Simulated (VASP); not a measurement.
**AlCu5: single point with PBE**

The system is AlCu5.

```
CELL_PARAMETERS angstrom
4.48974 0.00000 0.00000
-2.24487 3.88823 0.00000
0.00000 0.00000 4.23406
ATOMIC_POSITIONS crystal
Al 0.00000 0.00000 0.50000
Cu 0.66587 0.00000 0.00000
Cu 0.00000 0.66587 0.00000
Cu 0.33413 0.33413 0.00000
Cu 0.33333 0.66667 0.50000
Cu 0.66667 0.33333 0.50000
```

```json
{"Program": "VASP 6.6.1", "Task": "single point", "Functional": "PBE", "Potentials or basis": "VASP PAW PBE potentials, release 64 (Al, Cu)", "Cutoff": "520 eV", "k mesh": "6 × 6 × 4", "Occupations": "gaussian, width 0.1 eV", "Spin": "no spin polarisation", "Dipole correction": "no", "Further INCAR settings": "ALGO = Normal; EDIFF = 1e-07; NBANDS = 38"}
```

```json
{
  "Pressure": "0.1 GPa",
  "Largest force": "0.025 eV/Å",
  "Band gap on the k mesh": "zero (band 29 reaches 10.55 eV, above the bottom of band 30 at 6.25 eV)"
}
```

Forces on the atoms (eV/Å):
```
Al   0.000  0.000  0.000
Cu   0.025  0.000  0.000
Cu  -0.013  0.022  0.000
Cu  -0.013 -0.022  0.000
Cu   0.000  0.000  0.000
Cu   0.000  0.000  0.000
```

Stress tensor (GPa, compression positive):
```
-0.05  0.00  0.00
 0.00 -0.05  0.00
 0.00  0.00  0.38
```

Levels at points of the mesh, in eV from the Fermi level:
| k point | band 27 | band 28 | band 29 | band 30 | band 31 | band 32 |
| --- | --- | --- | --- | --- | --- | --- |
| (0.00, 0.00, 0.00) | -2.08 | 1.29 | 1.40 | 1.40 | 1.66 | 1.66 |
| (0.50, 0.00, 0.00) | -1.99 | -1.25 | 0.15 | 1.92 | 2.03 | 2.55 |
| (0.00, 0.00, 0.50) | -2.22 | 1.77 | 1.77 | 2.73 | 3.17 | 3.17 |
| (0.50, 0.00, 0.50) | -1.98 | -1.94 | -1.92 | -1.11 | -0.25 | 2.70 |

Wall time 53 s on 1 thread of Intel(R) Xeon(R) Platinum 8488C (Sapphire Rapids) (shared host), peak memory 0.21 GiB.

Caveat: the k points lie up to 0.37 Å⁻¹ apart.
